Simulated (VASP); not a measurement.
Here is a VASP 6.6.1 calculation.

INCAR

```
SYSTEM = BPtF6
PREC = Accurate
ENCUT = 520
EDIFF = 1E-7
ISMEAR = -5
SIGMA = 0.1
LREAL = .FALSE.
LASPH = .TRUE.
NELM = 80
ALGO = Normal
ISIF = 2
LWAVE = .FALSE.
LCHARG = .FALSE.
GGA = PE
NBANDS = 38
```

KPOINTS

```
Automatic mesh
0
G
  5 5 5
  0 0 0
```

The input POSCAR:

```
BPtF6
1.0
    4.7864414873     -0.0000002818     -0.0000001759
   -2.3932204996      4.1451800627     -0.0000000644
   -2.3932205055      1.3817269383      4.2658640716
B F Pt
1 6 1
Direct
    0.5000000000      0.5000000000      0.5000000000
    0.2885474027      0.1504873037      0.7177438539
    0.8495126963      0.4203162451      0.7177438539
    0.5796837549      0.7114525973      0.7177438539
    0.7114525973      0.8495126963      0.2822561461
    0.1504873037      0.5796837549      0.2822561461
    0.4203162451      0.2885474027      0.2822561461
    0.0000000000      0.0000000000      0.0000000000
```

Potentials or basis: VASP PAW PBE potentials, release 64 (B, F, Pt).

Command:

```console
$ cat potpaw_PBE.64/B/POTCAR potpaw_PBE.64/F/POTCAR potpaw_PBE.64/Pt/POTCAR > POTCAR
$ mpirun -np 1 vasp_std > vasp.out
```

Task: Predict the band gap on the k mesh.

Result: Zero (an odd number of electrons rules out a gap without spin polarisation).

Task: Predict the pressure.

Result: 0.0 GPa.

Task: Predict the largest force.

Result: 0.028 eV/Å.

Forces on the atoms (eV/Å):
```
B    0.000  0.000  0.000
F   -0.005 -0.025  0.011
F    0.024  0.008  0.011
F   -0.019  0.017  0.011
F    0.005  0.025 -0.011
F   -0.024 -0.008 -0.011
F    0.019 -0.017 -0.011
Pt   0.000  0.000  0.000
```

Caveat: spin-orbit coupling is left out, which moves the levels of the heavy elements; an odd number of electrons without spin polarisation forces a metal; a magnetic or distorted state may lie lower; tetrahedron occupations give inexact forces and stress in metals.
